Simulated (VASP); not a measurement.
# Li5Mg (P-62m) in VASP: further runs

Li5Mg is run at these levels: LDA; tasks: single point.

Everything below comes from runs of VASP 6.6.1. Logs are shortened: lines on timing, memory, paths and dates and some standing lists are left out, and cuts for length are marked.

## (1) The cell of the first run

It takes space group P-62m (No. 189, hexagonal). Conventional cell: a = 5.274 Å, b = 5.274 Å, c = 5.053 Å, α = 90.00°, β = 90.00°, γ = 120.00°. Within 4.0 Å of Li (site symmetry m2m) lie 10 Li at 3.04 to 3.08 Å and 2 Mg at 3.07 Å. Li (site symmetry -6) has 9 Li at 3.05 to 3.08 Å and 3 Mg at 3.05 Å within 4.0 Å. Mg (site symmetry -62m) has 12 Li at 3.05 to 3.07 Å within 4.0 Å.

## (2) Single point, LDA

File INCAR:

```
SYSTEM = Li5Mg
PREC = Accurate
ENCUT = 520
EDIFF = 1E-7
ISMEAR = 0
SIGMA = 0.1
LREAL = .FALSE.
LASPH = .TRUE.
NELM = 60
ALGO = Normal
ISIF = 2
LWAVE = .FALSE.
LCHARG = .FALSE.
GGA = CA
NBANDS = 18
```

File KPOINTS:

```
Automatic mesh
0
G
  4 4 4
  0 0 0
```

File POSCAR:

```
Li5Mg
1.0
    5.2741260000      0.0000000000      0.0000000000
   -2.6370630000      4.5675270000      0.0000000000
    0.0000000000      0.0000000000      5.0531990000
Li Mg
5 1
Direct
    0.3322510000      0.0000000000      0.0000000000
    0.6666666667      0.3333333333      0.5000000000
    0.6677490000      0.6677490000      0.0000000000
    0.3333333333      0.6666666667      0.5000000000
    0.0000000000      0.3322510000      0.0000000000
    0.0000000000      0.0000000000      0.5000000000
```

Potentials or basis: VASP PAW LDA potentials, release 64 (Li_sv, Mg).

Launch:

```bash
$ cat potpaw_LDA.64/Li_sv/POTCAR potpaw_LDA.64/Mg/POTCAR > POTCAR
$ mpirun -np 1 vasp_std > vasp.out
```

OUTCAR:

```text
SYSTEM = Li5Mg
   PREC = Accurate
   ENCUT = 520
   EDIFF = 1E-7
   ISMEAR = 0
   LREAL = .FALSE.
   LASPH = .TRUE.
   NELM = 60
   ISIF = 2
   GGA = CA

 ion  position               nearest neighbor table
   1  0.332  0.000  0.000-   6 3.07   6 3.07
   2  0.667  0.333  0.500-   6 3.05   6 3.05   6 3.05
   3  0.668  0.668  0.000-   6 3.07   6 3.07
   4  0.333  0.667  0.500-   6 3.05   6 3.05   6 3.05
   5  0.000  0.332  0.000-   6 3.07   6 3.07
   6  0.000  0.000  0.500-   4 3.05   2 3.05   4 3.05   2 3.05   2 3.05   4 3.05   3 3.07   5 3.07
                             3 3.07   5 3.07   1 3.07   1 3.07

  LATTYP: Found a hexagonal cell.
 ALAT       =     5.2741260000
 C/A-ratio  =     0.9581111638

  Lattice vectors:

 A1 = (   5.2741260000,   0.0000000000,   0.0000000000)
 A2 = (  -2.6370630000,   4.5675270000,   0.0000000000)
 A3 = (   0.0000000000,   0.0000000000,   5.0531990000)

Analysis of symmetry for initial positions (statically):
=====================================================================
 Subroutine PRICEL returns:
 Original cell was already a primitive cell.

 Routine SETGRP: Setting up the symmetry group for a
 hexagonal supercell.

 Subroutine GETGRP returns: Found 12 space group operations
 (whereof 12 operations were pure point group operations)
 out of a pool of 24 trial point group operations.

The static configuration has the point symmetry D_3h.

Analysis of symmetry for dynamics (positions and initial velocities):
=====================================================================
 Subroutine PRICEL returns:
 Original cell was already a primitive cell.

 Routine SETGRP: Setting up the symmetry group for a
 hexagonal supercell.

 Subroutine GETGRP returns: Found 12 space group operations
 (whereof 12 operations were pure point group operations)
 out of a pool of 24 trial point group operations.

The dynamic configuration has the point symmetry D_3h.

 Subroutine INISYM returns: Found 12 space group operations
 (whereof 12 operations are pure point group operations),
 and found     1 'primitive' translations

----------------------------------------------------------------------------------------

[... 86 lines left out ...]
   NELM   =     60;   NELMIN=  2; NELMDL= -5     # of ELM steps
   EDIFF  = 0.1E-06   stopping-criterion for ELM
   LREAL  =      F    real-space projection
   EDIFFG = 0.1E-05   stopping-criterion for IOM
   NSW    =      0    number of steps for IOM
   IBRION =     -1    ionic relax: 0-MD 1-quasi-New 2-CG
   NFREE  =      0    steps in history (QN), initial steepest desc. (CG)
   ISIF   =      2    stress and relaxation
   ISYM   =      2    0-nonsym 1-usesym 2-fastsym
   POTIM  = 0.5000    time-step for ionic-motion
   TEBEG  =    0.0;   TEEND  =   0.0 temperature during run
   PSTRESS=    0.0 pullay stress
   NELECT =      17.0000    total number of electrons
   NUPDOWN=      -1.0000    fix difference up-down
   EMIN   =  10.00;   EMAX   =-10.00  energy-range for DOS
   EFERMI =   0.00;   METHOD = LEGACY
   ISMEAR =     0;   SIGMA  =   0.10  broadening in eV -4-tet -1-fermi 0-gaus
   EFERMI_NEDOS =   21; number of points for ismear=-14 and -15
   IALGO  =     38    algorithm
   IMIX   =      4    mixing-type and parameters
     AMIX     =   0.40;   BMIX     =  1.00
     AMIX_MAG =   1.60;   BMIX_MAG =  1.00
  volume/ion in A,a.u.               =      20.29       136.91
  Fermi-wavevector in a.u.,A,eV,Ry     =   0.849360  1.605058  9.815411  0.721412
  Thomas-Fermi vector in A             =   1.965168
   LORBIT       =      0    0 simple, 1 ext, 2 COOP (PROOUT), +10 PAW based schemes
   GGA     = CA    functional components
   LHFCALC =     F    Hartree Fock is set to
   AEXX    =    0.0000 exact exchange contribution
   IVDW    =     0    specifies the selected vdW correction
   LEPSILON=     F    determine dielectric tensor
   LRPA    =     F    only Hartree local field effects (RPA)
 non-spin polarized calculation
 Gauss-broadening in eV      SIGMA  =   0.10
  energy-cutoff  :      520.00
  volume of cell :      121.73
 maximum number of plane-waves:      3292
 NGX is ok and might be reduce to    40
   NGX = 19   NGY = 19   NGZ = 19

 number of electron      17.0000020 magnetization

 Free energy of the ion-electron system (eV)
  ---------------------------------------------------
  ext. energy  EPLUGINS =         0.00000000
  ---------------------------------------------------
  free energy    TOTEN  =       -12.22192555 eV

  energy without entropy =      -12.20724896  energy(sigma->0) =      -12.21458726

 E-fermi :   0.9540     XC(G=0):  -7.4961

 val. band max:        0.8654483540   @ k =   0.2500   0.0000   0.5000
 cond. band min:       1.0005369353   @ k =   0.2500   0.0000   0.0000
 fundamental gap:      0.1350885813
 Fermi energy:         0.9539617007

 k-point     1 :       0.0000    0.0000    0.0000
  band No.  band energies     occupation
      1     -44.6163      2.00000
      2     -44.5994      2.00000
      3     -44.5994      2.00000
      4     -44.5521      2.00000
      5     -44.5422      2.00000
      6      -3.3836      2.00000
[... 229 lines left out ...]
      5     -44.5458      2.00000
      6      -1.7084      2.00000
[... 10 lines left out ...]
     17       8.1263      0.00000
     18       9.2743      0.00000

------------------------ aborting loop because EDIFF is reached ----------------------------------------

  FORCE on cell =-STRESS in cart. coord.  units (eV):
  Direction    XX          YY          ZZ          XY          YZ          ZX
  --------------------------------------------------------------------------------------
  -------------------------------------------------------------------------------------
  Total       -0.9420818     -0.9420817     -0.9211578      0.0000000      0.0000000      0.0000000
  in kB      -12.3994137    -12.3994131    -12.1240182      0.0000000      0.0000000      0.0000000
  external PRESSURE =     -12.3076150 kB  Pullay stress =       0.0000000 kB

 VOLUME and BASIS-vectors are now :
 -----------------------------------------------------------------------------
  energy-cutoff  :      520.00
  volume of cell :      121.73
      direct lattice vectors                 reciprocal lattice vectors
     5.274126000  0.000000000  0.000000000     0.189604875  0.109468428  0.000000000
    -2.637063000  4.567527000  0.000000000     0.000000000  0.218936856  0.000000000
     0.000000000  0.000000000  5.053199000     0.000000000  0.000000000  0.197894443

 POSITION                                       TOTAL-FORCE (eV/Angst)
 -----------------------------------------------------------------------------------
      1.75233      0.00000      0.00000        -0.016580      0.000000      0.000000
      2.63706      1.52251      2.52660        -0.000000      0.000000      0.000000
      1.76090      3.04996      0.00000         0.008290      0.014359      0.000000
     -0.00000      3.04502      2.52660        -0.000000      0.000000      0.000000
     -0.87617      1.51757      0.00000         0.008290     -0.014359     -0.000000
      0.00000      0.00000      2.52660        -0.000000      0.000000      0.000000
 -----------------------------------------------------------------------------------
    total drift:                               -0.000001     -0.000001     -0.000000

  FREE ENERGIE OF THE ION-ELECTRON SYSTEM (eV)
  ---------------------------------------------------
  free  energy   TOTEN  =       -12.2219255527 eV

  energy  without entropy=      -12.2072489623  energy(sigma->0) =      -12.21458726
```

OSZICAR:

```text
N       E                     dE             d eps       ncg     rms          rms(c)
DAV:   1     0.731992986831E+02    0.73199E+02   -0.71837E+03   432   0.869E+02
DAV:   2     0.716041091562E+01   -0.66039E+02   -0.63030E+02   508   0.229E+02
DAV:   3    -0.113385248398E+02   -0.18499E+02   -0.18270E+02   824   0.520E+01
DAV:   4    -0.122373302971E+02   -0.89881E+00   -0.89696E+00   564   0.224E+01
DAV:   5    -0.123285831327E+02   -0.91253E-01   -0.91241E-01   692   0.468E+00    0.107E+00
DAV:   6    -0.122500745145E+02    0.78509E-01   -0.57920E-02   524   0.126E+00    0.605E-01
DAV:   7    -0.122239840523E+02    0.26090E-01   -0.35079E-02   568   0.590E-01    0.183E-01
DAV:   8    -0.122218997942E+02    0.20843E-02   -0.27665E-03   604   0.343E-01    0.265E-02
DAV:   9    -0.122219308108E+02   -0.31017E-04   -0.59318E-04   696   0.145E-01    0.223E-02
DAV:  10    -0.122219257451E+02    0.50658E-05   -0.11205E-05   602   0.233E-02    0.695E-03
DAV:  11    -0.122219255518E+02    0.19325E-06   -0.29112E-06   712   0.828E-03    0.895E-04
DAV:  12    -0.122219255527E+02   -0.92314E-09   -0.27661E-07   564   0.339E-03
   1 F= -.12221926E+02 E0= -.12214587E+02  d E =-.146766E-01
```

Run time: 11 s. Hardware: 1 thread of Intel Xeon 6975P-C (Granite Rapids), shared host; peak memory 0.19 GiB.

Results:

- Free energy: -12.2219 eV
- Largest force: 0.017 eV/Å

Forces in eV/Å, atoms in the order of the input:
```
Li  -0.017  0.000  0.000
Li   0.000  0.000  0.000
Li   0.008  0.014  0.000
Li   0.000  0.000  0.000
Li   0.008 -0.014  0.000
Mg   0.000  0.000  0.000
```

Levels at points of the mesh, in eV from the Fermi level:
| k point | band 6 | band 7 | band 8 | band 9 | band 10 | band 11 |
| --- | --- | --- | --- | --- | --- | --- |
| (0.00, 0.00, 0.00) | -4.34 | -0.39 | 1.03 | 1.03 | 1.34 | 1.83 |
| (0.50, 0.00, 0.00) | -3.34 | -2.38 | -0.37 | 0.61 | 1.26 | 1.44 |
| (0.00, 0.00, 0.50) | -3.58 | -2.61 | 1.72 | 1.72 | 1.93 | 2.20 |
| (0.50, 0.00, 0.50) | -2.60 | -1.41 | -1.36 | -1.16 | 0.27 | 0.57 |

Caveat: the cutoff is under 1.25 times the usual one of these potentials, so pressure, stress and relaxed cells hold a basis-set (Pulay) error.

## (3) Single point, LDA

File INCAR:

```
ALGO = Normal ; EDIFF = 1E-7
ENCUT = 520 ; GGA = CA
ISIF = 2 ; ISMEAR = 0
LASPH = T ; LCHARG = F
LREAL = F ; LWAVE = F
NBANDS = 18 ; NELM = 100
PREC = Accurate ; SIGMA = 0.1
```

File KPOINTS:

```
k-points
0
Gamma
  4 4 4
```

POSCAR is that of step 2.

Potentials or basis: VASP PAW LDA potentials, release 64 (Li_sv, Mg).

Launch:

```bash
$ cat potpaw_LDA.64/Li_sv/POTCAR potpaw_LDA.64/Mg/POTCAR > POTCAR
$ mpirun -np 1 vasp_std > vasp.out
```

It took 12 s on 1 thread of Intel Xeon 6975P-C (Granite Rapids), shared host; peak memory 0.19 GiB.

Results (log left out):

- Free energy: -12.2219 eV
- Largest force: 0.017 eV/Å

Forces on the atoms (eV/Å):
```
Li  -0.017  0.000  0.000
Li   0.000  0.000  0.000
Li   0.008  0.014  0.000
Li   0.000  0.000  0.000
Li   0.008 -0.014  0.000
Mg   0.000  0.000  0.000
```

Levels at points of the mesh, in eV from the Fermi level:
```
           k point  band 4  band 5  band 6  band 7  band 8  band 9  band 10  band 11  band 12  band 13
(0.00, 0.00, 0.00)  -45.51  -45.50   -4.34   -0.39    1.03    1.03     1.34     1.83     1.83     2.20
(0.50, 0.00, 0.00)  -45.50  -45.50   -3.34   -2.38   -0.37    0.61     1.26     1.44     2.51     2.98
(0.00, 0.00, 0.50)  -45.51  -45.50   -3.58   -2.61    1.72    1.72     1.93     2.20     2.31     2.31
(0.50, 0.00, 0.50)  -45.50  -45.50   -2.60   -1.41   -1.36   -1.16     0.27     0.57     2.60     3.27
```

Caveat: the cutoff is under 1.25 times the usual one of these potentials, so pressure, stress and relaxed cells hold a basis-set (Pulay) error.
